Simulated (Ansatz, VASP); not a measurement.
AlRu: VASP beside Ansatz

The input POSCAR:

```
AlRu
1.0
    3.0789038669      0.0000000000      0.0000000000
    0.0000000000      3.0789038669      0.0000000000
    0.0000000000      0.0000000000      3.0789038669
Al Ru
1 1
Direct
    0.0000000000      0.0000000000      0.0000000000
    0.5000000000      0.5000000000      0.5000000000
```

The input INCAR.step1:

```
PREC = Accurate ; ENCUT = 520
ISMEAR = 0 ; SIGMA = 0.1
LREAL = False ; LASPH = True
NELM = 100 ; NBANDS = 16
GGA = PE ; ALGO = Normal
EDIFF = 1E-4 ; LWAVE = True
LCHARG = False
```

File INCAR.step2:

```
PREC = Accurate ; ENCUT = 520
EDIFF = 1E-6 ; ISMEAR = 0
SIGMA = 0.1 ; LREAL = False
LASPH = True ; NELM = 100
ALGO = Normal ; ISIF = 2
LWAVE = False ; LCHARG = False
METAGGA = R2SCAN ; LMIXTAU = True
NBANDS = 16 ; ISTART = 1
```

The input KPOINTS:

```
Automatic mesh
0
Gamma
  14 14 14
```

Input for Ansatz:

```yaml
crystal:
  lattice:
    - [3.0789038669, 0.0, 0.0]
    - [0.0, 3.0789038669, 0.0]
    - [0.0, 0.0, 3.0789038669]
  atoms:
    - { symbol: Al, position: [0.0, 0.0, 0.0] }
    - { symbol: Ru, position: [0.5, 0.5, 0.5] }
basis:
  ecutwfc: 500
kpoints:
  mp_grid: { grid: [14, 14, 14] }
hamiltonian:
  xc: r2scan
scf:
  occupations: { method: gaussian, width: 0.1 }
output:
  forces: true
  stress: true
  eigenvalues: true
```

Alike in both runs: task single point; functional r2SCAN; k mesh 14 × 14 × 14; occupations gaussian, width 0.1 eV; no spin polarisation.

|  | VASP | Ansatz |
| --- | --- | --- |
| version | VASP 6.6.1 | Ansatz 0.2.0 |
| potentials or method | VASP PAW PBE potentials, release 64 (Al, Ru_pv), cutoff 520 eV | scalar-relativistic, plane waves, PAW |
| valence electrons in the cell | 17 | 19 |

|  | VASP | Ansatz | Ansatz less VASP |
| --- | --- | --- | --- |
| gap on the k mesh at the Fermi level (eV) | none | none | - |
| pressure (GPa) | -17.1 | -17.1 | +0.01 |

VASP's potentials were made for PBE, not for r2SCAN. A gap of «none» marks a metal or a gap that the smearing closes. VASP's potentials hold 17 valence electrons a cell and Ansatz's 19, so a difference there can come from the potentials and not from the codes.
